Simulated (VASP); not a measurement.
Here is a VASP 6.6.1 calculation.

File INCAR:

```
SYSTEM = ZnS
PREC = Accurate
ENCUT = 520
EDIFF = 1E-6
ISMEAR = -1
SIGMA = 0.01
LREAL = .FALSE.
LASPH = .TRUE.
NELM = 80
ALGO = Normal
ISIF = 2
LWAVE = .FALSE.
LCHARG = .FALSE.
GGA = PE
NBANDS = 16
```

KPOINTS

```
regular mesh
0
G
  8 8 8
  0 0 0
```

Contents of POSCAR:

```
ZnS
1.0
    0.0000000000      2.7046500000      2.6776035000
    2.7046500000      0.0000000000      2.6776035000
    2.7046500000      2.7046500000      0.0000000000
Zn S
1 1
Direct
    0.0000000000      0.0000000000      0.0000000000
    0.7500000000      0.7500000000      0.7500000000
```

Potentials or basis: VASP PAW PBE potentials, release 64 (Zn, S).

Command:

```console
$ cat potpaw_PBE.64/Zn/POTCAR potpaw_PBE.64/S/POTCAR > POTCAR
$ mpirun -np 1 vasp_std > vasp.out
```

(1) Predict the band gap on the k mesh.

(2) What does it give for the pressure?

Answers

(1) 2.12 eV, direct.

(2) 2.3 GPa.

Caveat: the cell differs from its parent crystal (zz strain of -1 %).
